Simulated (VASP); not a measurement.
Input of a VASP 6.6.1 run:

INCAR

```
PREC = Accurate
ENCUT = 520
EDIFF = 1E-6
ISMEAR = 0
SIGMA = 0.1
LREAL = False
LASPH = True
NELM = 80
ALGO = Normal
ISIF = 2
LWAVE = False
LCHARG = True
GGA = PE
LELF = True
LVHAR = True
NBANDS = 10
```

KPOINTS

```
regular mesh
0
Gamma
  4 4 4
```

Contents of POSCAR:

```
Cs
1.0
   -3.1284650600      3.1284650600      3.1284650600
    3.1284650600     -3.1284650600      3.1284650600
    3.1284650600      3.1284650600     -3.1284650600
Cs
1
Direct
    0.0000000000      0.0000000000      0.0000000000
```

Potentials or basis: VASP PAW PBE potentials, release 64 (Cs_sv).

Run with:

```bash
$ cat potpaw_PBE.64/Cs_sv/POTCAR > POTCAR
$ mpirun -np 1 vasp_std > vasp.out
```

(1) Predict the pressure.

## Answers

(1) 0.0 GPa.
